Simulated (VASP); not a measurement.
# Sn (I4_1/amd) in VASP: single point with PBE

Aim: the single point of Sn with PBE.

All numbers are computed with VASP 6.6.1; they aren't measurements. Logs are shortened: lines on timing, memory, paths and dates and some standing lists are left out, and cuts for length are marked.

## Step 1: The cell of the first run

Symmetry: I4_1/amd, No. 141, tetragonal system. Conventional cell: a = 4.653 Å, b = 4.653 Å, c = 6.317 Å, α = 90.00°, β = 90.00°, γ = 90.00°. Sn (site symmetry -4m2) has 4 Sn at 2.81 Å within 3.7 Å.

## Step 2: Single point, PBE

File INCAR:

```
SYSTEM = Sn
PREC = Accurate
ENCUT = 520
EDIFF = 1E-6
ISMEAR = 0
SIGMA = 0.15
LREAL = .False.
LASPH = .True.
NELM = 60
ALGO = Fast
ISIF = 2
LWAVE = .False.
LCHARG = .False.
GGA = PE
NBANDS = 21
```

File KPOINTS:

```
Automatic mesh
0
Gamma
  14 14 14
  0 0 0
```

File POSCAR:

```
Sn
1.0
    0.0000000000      3.2900657995      3.1584631675
    3.2900657995      0.0000000000      3.1584631675
    3.2900657995      3.2900657995      0.0000000000
Sn
2
Direct
    0.5000000000      0.5000000000      0.5000000000
    0.7500000000      0.7500000000      0.7500000000
```

Potentials or basis: VASP PAW PBE potentials, release 64 (Sn_d).

Launch:

```
> cat potpaw_PBE.64/Sn_d/POTCAR > POTCAR
> mpirun -np 1 vasp_std > vasp.out
```

OUTCAR:

```text
SYSTEM = Sn
   PREC = Accurate
   ENCUT = 520
   EDIFF = 1E-6
   ISMEAR = 0
   LREAL = .False.
   LASPH = .True.
   NELM = 60
   ISIF = 2
   GGA = PE

 ion  position               nearest neighbor table
   1  0.500  0.500  0.500-   2 2.81   2 2.81   2 2.81   2 2.81
   2  0.750  0.750  0.750-   1 2.81   1 2.81   1 2.81   1 2.81

  LATTYP: Found a body centered tetragonal cell.
 ALAT       =     4.6528556748
 C/A-ratio  =     1.3576450199

  Lattice vectors:

 A1 = (   0.0000000000,  -3.2900657995,  -3.1584631675)
 A2 = (   0.0000000000,   3.2900657995,  -3.1584631675)
 A3 = (   3.2900657995,   0.0000000000,   3.1584631675)

Analysis of symmetry for initial positions (statically):
=====================================================================
 Subroutine PRICEL returns:
 Original cell was already a primitive cell.

 Routine SETGRP: Setting up the symmetry group for a
 body centered tetragonal supercell.

 Subroutine GETGRP returns: Found 16 space group operations
 (whereof  8 operations were pure point group operations)
 out of a pool of 16 trial point group operations.

The static configuration has the point symmetry D_2d.
 The point group associated with its full space group is D_4h.

Analysis of symmetry for dynamics (positions and initial velocities):
=====================================================================
 Subroutine PRICEL returns:
 Original cell was already a primitive cell.

 Routine SETGRP: Setting up the symmetry group for a
 body centered tetragonal supercell.

 Subroutine GETGRP returns: Found 16 space group operations
 (whereof  8 operations were pure point group operations)
 out of a pool of 16 trial point group operations.

The dynamic configuration has the point symmetry D_2d.
 The point group associated with its full space group is D_4h.

 Subroutine INISYM returns: Found 16 space group operations
 (whereof  8 operations are pure point group operations),
 and found     1 'primitive' translations

----------------------------------------------------------------------------------------

                                     Primitive cell

  volume of cell :      68.3778

  direct lattice vectors                    reciprocal lattice vectors
     0.000000000  3.290065800  3.158463167    -0.151972644  0.151972644  0.158304838
     3.290065800  0.000000000  3.158463167     0.151972644 -0.151972644  0.158304838
     3.290065800  3.290065800  0.000000000     0.151972644  0.151972644 -0.158304838

  length of vectors
     4.560748025  4.560748025  4.652855675     0.266930311  0.266930311  0.266930311

  position of ions in fractional coordinates (direct lattice)
     0.500000000  0.500000000  0.500000000
     0.750000000  0.750000000  0.750000000

  ion indices of the primitive-cell ions
   primitive index   ion index
                 1           1
                 2           2

----------------------------------------------------------------------------------------

 KPOINTS: Automatic mesh

Automatic generation of k-mesh.
 Grid dimensions read from file:
 generate k-points for:   14   14   14

 Generating k-lattice:

  Cartesian coordinates                     Fractional coordinates (reciprocal lattice)
    -0.010855189  0.010855189  0.011307488     0.071428571  0.000000000  0.000000000
     0.010855189 -0.010855189  0.011307488     0.000000000  0.071428571  0.000000000
     0.010855189  0.010855189 -0.011307488     0.000000000  0.000000000  0.071428571

  Length of vectors
     0.019066451  0.019066451  0.019066451

  Shift w.r.t. Gamma in fractional coordinates (k-lattice)
     0.000000000  0.000000000  0.000000000

 Subroutine IBZKPT returns following result:
 ===========================================

 Found    244 irreducible k-points:

 Following reciprocal coordinates:
            Coordinates               Weight
  0.000000  0.000000  0.000000      1.000000
  0.071429  0.000000  0.000000      8.000000
  0.142857  0.000000  0.000000      8.000000
  0.214286  0.000000  0.000000      8.000000
  0.285714 -0.000000  0.000000      8.000000
  0.357143  0.000000  0.000000      8.000000
[... 16 lines left out ...]
  0.214286  0.142857  0.000000      8.000000
  0.285714  0.142857  0.000000      8.000000
 [... further k-points ...]
   k-points           NKPTS =    244   k-points in BZ     NKDIM =    244   number of bands    NBANDS=     21
   number of dos      NEDOS =    301   number of ions     NIONS =      2
   total plane-waves  NPLWV =  46656
   dimension x,y,z NGX =    36 NGY =   36 NGZ =   36
   dimension x,y,z NGXF=    72 NGYF=   72 NGZF=   72
   ions per type =               2
   NGX,Y,Z   is equivalent  to a cutoff of  13.12, 13.12, 12.86 a.u.
   NGXF,Y,Z  is equivalent  to a cutoff of  26.25, 26.25, 25.73 a.u.
 SYSTEM =  Sn
   PREC   = accura    normal or accurate (medium, high low for compatibility)
   ISTART =      0    job   : 0-new  1-cont  2-samecut
   ICHARG =      2    charge: 1-file 2-atom 10-const
   ISPIN  =      1    spin polarized calculation?
   LNONCOLLINEAR =      F non collinear calculations
   LSORBIT =      F    spin-orbit coupling
   LASPH  =      T    aspherical Exc in radial PAW
   ENCUT  =  520.0 eV  38.22 Ry    6.18 a.u.   8.48  8.48  8.65*2*pi/ulx,y,z
   NELM   =     60;   NELMIN=  2; NELMDL= -5     # of ELM steps
   EDIFF  = 0.1E-05   stopping-criterion for ELM
   LREAL  =      F    real-space projection
[... 7 lines left out ...]
   TEBEG  =    0.0;   TEEND  =   0.0 temperature during run
   PSTRESS=    0.0 pullay stress
   NELECT =      28.0000    total number of electrons
   NUPDOWN=      -1.0000    fix difference up-down
   EMIN   =  10.00;   EMAX   =-10.00  energy-range for DOS
   EFERMI =   0.00;   METHOD = LEGACY
   ISMEAR =     0;   SIGMA  =   0.15  broadening in eV -4-tet -1-fermi 0-gaus
   EFERMI_NEDOS =   21; number of points for ismear=-14 and -15
   IALGO  =     68    algorithm
   IMIX   =      4    mixing-type and parameters
     AMIX     =   0.40;   BMIX     =  1.00
     AMIX_MAG =   1.60;   BMIX_MAG =  1.00
  volume/ion in A,a.u.               =      34.19       230.72
  Fermi-wavevector in a.u.,A,eV,Ry     =   1.215689  2.297319 20.108049  1.477900
  Thomas-Fermi vector in A             =   2.351068
   LORBIT       =      0    0 simple, 1 ext, 2 COOP (PROOUT), +10 PAW based schemes
   GGA     = PE    functional components
   LHFCALC =     F    Hartree Fock is set to
   AEXX    =    0.0000 exact exchange contribution
   IVDW    =     0    specifies the selected vdW correction
   LEPSILON=     F    determine dielectric tensor
   LRPA    =     F    only Hartree local field effects (RPA)
 non-spin polarized calculation
 RMM-DIIS sequential band-by-band and
 Gauss-broadening in eV      SIGMA  =   0.15
  energy-cutoff  :      520.00
  volume of cell :       68.38
 maximum number of plane-waves:      1883
 NGX is ok and might be reduce to    36
   NGX = 17   NGY = 17   NGZ = 17

 number of electron      27.9999991 magnetization

 Free energy of the ion-electron system (eV)
  ---------------------------------------------------
  ext. energy  EPLUGINS =         0.00000000
  ---------------------------------------------------
  free energy    TOTEN  =        -7.63843491 eV

  energy without entropy =       -7.63698762  energy(sigma->0) =       -7.63771127

 E-fermi :   5.6761     XC(G=0):  -8.8748

 val. band max:        5.6552708752   @ k =  -0.0714   0.0000   0.0714
 cond. band min:       5.6889016972   @ k =   0.0714   0.0000   0.0000
 fundamental gap:      0.0336308220
 Fermi energy:         5.6760945531

 k-point     1 :       0.0000    0.0000    0.0000
  band No.  band energies     occupation
      1     -16.0598      2.00000
      2     -16.0434      2.00000
      3     -16.0434      2.00000
      4     -15.9925      2.00000
      5     -15.9864      2.00000
      6     -15.6907      2.00000
[... 13 lines left out ...]
     20      13.2729      0.00000
     21      13.7792      0.00000

 k-point     2 :       0.0714    0.0000    0.0000
  band No.  band energies     occupation
      1     -16.0619      2.00000
      2     -16.0478      2.00000
      3     -16.0444      2.00000
      4     -15.9863      2.00000
      5     -15.9808      2.00000
      6     -15.7000      2.00000
[... 13 lines left out ...]
     20      12.8360      0.00000
     21      13.1942      0.00000

 k-point     3 :       0.1429    0.0000    0.0000
  band No.  band energies     occupation
      1     -16.0686      2.00000
      2     -16.0564      2.00000
      3     -16.0435      2.00000
      4     -15.9728      2.00000
      5     -15.9681      2.00000
      6     -15.7145      2.00000
[... 13 lines left out ...]
     20      12.4501      0.00000
     21      12.7560      0.00000

 k-point     4 :       0.2143    0.0000    0.0000
  band No.  band energies     occupation
      1     -16.0771      2.00000
      2     -16.0645      2.00000
      3     -16.0394      2.00000
      4     -15.9580      2.00000
      5     -15.9541      2.00000
      6     -15.7281      2.00000
[... 13 lines left out ...]
     20      12.3590      0.00000
     21      12.6302      0.00000

 k-point     5 :       0.2857   -0.0000    0.0000
  band No.  band energies     occupation
      1     -16.0844      2.00000
      2     -16.0704      2.00000
      3     -16.0340      2.00000
      4     -15.9453      2.00000
      5     -15.9421      2.00000
      6     -15.7390      2.00000
[... 13 lines left out ...]
     20      12.6293      0.00000
     21      12.7339      0.00000

 k-point     6 :       0.3571    0.0000    0.0000
  band No.  band energies     occupation
      1     -16.0895      2.00000
      2     -16.0740      2.00000
      3     -16.0288      2.00000
      4     -15.9362      2.00000
      5     -15.9336      2.00000
      6     -15.7464      2.00000
[... 13 lines left out ...]
     20      13.1717      0.00000
     21      13.2268      0.00000

 k-point     7 :       0.4286    0.0000    0.0000
  band No.  band energies     occupation
      1     -16.0924      2.00000
      2     -16.0758      2.00000
      3     -16.0250      2.00000
      4     -15.9311      2.00000
      5     -15.9289      2.00000
      6     -15.7505      2.00000
[... 13 lines left out ...]
     20      13.8708      0.00000
     21      14.0200      0.00000
[... 291 lines left out ...]
      1     -16.0736      2.00000
      2     -16.0649      2.00000
      3     -16.0428      2.00000
      4     -15.9618      2.00000
      5     -15.9585      2.00000
      6     -15.7260      2.00000
[... 13 lines left out ...]
     20      11.9864      0.00000
     21      12.5492      0.00000

 k-point    21 :      -0.0714    0.0714    0.0000
  band No.  band energies     occupation
      1     -16.0659      2.00000
      2     -16.0558      2.00000
      3     -16.0452      2.00000
      4     -15.9744      2.00000
      5     -15.9737      2.00000
      6     -15.7128      2.00000
[... 13 lines left out ...]
     20      12.3039      0.00000
     21      12.7223      0.00000

 k-point    22 :       0.1429    0.1429    0.0000
  band No.  band energies     occupation
      1     -16.0602      2.00000
      2     -16.0530      2.00000
      3     -16.0530      2.00000
      4     -15.9759      2.00000
      5     -15.9548      2.00000
      6     -15.7354      2.00000
[... 13 lines left out ...]
     20      11.9746      0.00000
     21      13.5138      0.00000

 k-point    23 :       0.2143    0.1429    0.0000
  band No.  band energies     occupation
      1     -16.0688      2.00000
      2     -16.0589      2.00000
      3     -16.0468      2.00000
      4     -15.9649      2.00000
      5     -15.9397      2.00000
      6     -15.7534      2.00000
[... 13 lines left out ...]
     20      12.5958      0.00000
     21      13.4475      0.00000

 k-point    24 :       0.2857    0.1429    0.0000
  band No.  band energies     occupation
      1     -16.0816      2.00000
      2     -16.0655      2.00000
      3     -16.0338      2.00000
      4     -15.9513      2.00000
      5     -15.9252      2.00000
      6     -15.7679      2.00000
[... 13 lines left out ...]
     20      13.0258      0.00000
     21      13.5447      0.00000

 [... further k-points ...]

------------------------ aborting loop because EDIFF is reached ----------------------------------------

  FORCE on cell =-STRESS in cart. coord.  units (eV):
  Direction    XX          YY          ZZ          XY          YZ          ZX
  --------------------------------------------------------------------------------------
  -------------------------------------------------------------------------------------
  Total        1.1741127      1.1741127      1.6439960      0.0000000      0.0000000      0.0000000
  in kB       27.5109381     27.5109381     38.5208938      0.0000000      0.0000000      0.0000000
  external PRESSURE =      31.1809233 kB  Pullay stress =       0.0000000 kB

 VOLUME and BASIS-vectors are now :
 -----------------------------------------------------------------------------
  energy-cutoff  :      520.00
  volume of cell :       68.38
      direct lattice vectors                 reciprocal lattice vectors
     0.000000000  3.290065800  3.158463167    -0.151972644  0.151972644  0.158304838
     3.290065800  0.000000000  3.158463167     0.151972644 -0.151972644  0.158304838
     3.290065800  3.290065800  0.000000000     0.151972644  0.151972644 -0.158304838

 POSITION                                       TOTAL-FORCE (eV/Angst)
 -----------------------------------------------------------------------------------
      3.29007      3.29007      3.15846         0.000000      0.000000      0.000000
      4.93510      4.93510      4.73769         0.000000      0.000000     -0.000000
 -----------------------------------------------------------------------------------
    total drift:                                0.000000      0.000000      0.000000

  FREE ENERGIE OF THE ION-ELECTRON SYSTEM (eV)
  ---------------------------------------------------
  free  energy   TOTEN  =        -7.6384349121 eV

  energy  without entropy=       -7.6369876182  energy(sigma->0) =       -7.63771127
```

Wall time 7.4 min (1 thread of Intel Xeon 8259CL, shared host); peak memory 0.41 GiB.

Results:

```yaml
Free_energy: -7.6384 eV
Pressure: 3.1 GPa
Band_gap_on_the_k_mesh: zero (bands 14 and 15 overlap by 0.08 eV)
```

Caveat: the cell stands under pressure; spin-orbit coupling is left out, which moves the levels of the heavy elements.
